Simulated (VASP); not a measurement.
Input of a VASP 6.6.1 run:

Contents of INCAR:

```
SYSTEM = V
ALGO     = Normal         ! electronic algorithm
EDIFF    = 1E-6           ! SCF threshold, eV
ENCUT    = 520            ! plane-wave cutoff, eV
GGA      = PS             ! functional
ISIF     = 2              ! what is computed and relaxed
ISMEAR   = -1             ! smearing method
ISPIN    = 2              ! spin polarisation
LASPH    = .TRUE.         ! aspherical terms in the spheres
LCHARG   = .TRUE.         ! write CHGCAR
LELF     = .TRUE.         ! ELF
LMAXMIX  = 4              ! l up to which the mixer works
LORBIT   = 11             ! projections on sites
LREAL    = .FALSE.        ! projectors in reciprocal space
LVHAR    = .TRUE.       
LWAVE    = .FALSE.        ! write WAVECAR
MAGMOM   = 2              ! initial moments
NBANDS   = 16             ! bands
NELM     = 150            ! most SCF steps
PREC     = Accurate       ! precision mode
SIGMA    = 0.05           ! smearing width, eV
```

File KPOINTS:

```
k-points
0
G
  12 12 12
  0 0 0
```

POSCAR

```
V
1.0
   -1.5041862709      1.5041862709      1.5041862709
    1.5041862709     -1.5041862709      1.5041862709
    1.5041862709      1.5041862709     -1.5041862709
V
1
Direct
    0.0000000000      0.0000000000      0.0000000000
```

Potentials or basis: VASP PAW PBE potentials, release 64 (V_sv).

Command:

```console
$ cat potpaw_PBE.64/V_sv/POTCAR > POTCAR
$ mpirun -np 1 vasp_std > vasp.out
```

Problem. Predict the net moment.

Solution. 0.00 μB per cell.

Problem. Predict the pressure.

Solution. -8.7 GPa.

Caveat: the PAW data sets were made with another functional, which shifts forces and pressure a little.
